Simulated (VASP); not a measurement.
A run of VASP 6.6.1 is set up as follows.

INCAR

```
  PREC = Accurate
  ENCUT = 520
  EDIFF = 1E-6
  ISMEAR = -1
  SIGMA = 0.05
  LREAL = F
  LASPH = T
  NELM = 100
  ALGO = Normal
  ISIF = 2
  LWAVE = F
  LCHARG = T
  LELF = T
  LVHAR = T
  NBANDS = 11
```

The input KPOINTS:

```
Automatic mesh
0
Gamma
  17 17 17
```

Contents of POSCAR:

```
Ni
1.0
   -1.2627517929      1.2627517929      1.2627517929
    1.2627517929     -1.2627517929      1.2627517929
    1.2627517929      1.2627517929     -1.2627517929
Ni
1
Direct
    0.0000000000      0.0000000000      0.0000000000
```

Potentials or basis: VASP PAW LDA potentials, release 64 (Ni).

Run with:

```console
$ cat potpaw_LDA.64/Ni/POTCAR > POTCAR
$ mpirun -np 1 vasp_std > vasp.out
```

Question: Estimate the pressure.

Answer: 94.3 GPa.

Question: Estimate the band gap on the k mesh.

Answer: Zero (bands 5 and 6 overlap by 1.57 eV).

Caveat: the cell stands under pressure; the run has no spin polarisation, though such a crystal can be magnetic. Spin polarisation is off, so any magnetic state and its effect on volume and gap are missing.
